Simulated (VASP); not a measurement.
Runs of VASP 6.6.1 on PbS. The cell holds a slab with vacuum, 4 atoms: a = 4.225 Å, b = 4.227 Å, c = 15.021 Å, α = 90.00°, β = 90.00°, γ = 90.00°. 

| electric field (eV/Å) | gap on the mesh (eV) | largest force (eV/Å) |
| --- | --- | --- |
| 0.2 | 2.15 | (a) |
| - | 2.14 | 0.89 |
| 0.1 | 2.15 | (b) |
| 0.3 | 2.15 | 0.80 |

Alike in all rows: task single point; level PBEsol; potentials or basis VASP PAW PBE potentials, release 64 (Pb_d, S); no spin polarisation; cell as given; k mesh 3 × 3 × 1; cutoff (eV) 520; smearing fermi-dirac 0.15 eV.

Problem. Estimate the missing entries.

Solution. (a) 0.83; (b) 0.86.

Caveats: all runs use coarse meshes; the PAW data sets were made with another functional, which shifts forces and pressure a little; spin-orbit coupling is left out, which moves the levels of the heavy elements.

A k mesh can miss the band edges, and the runs leave out spin-orbit coupling on Pb.
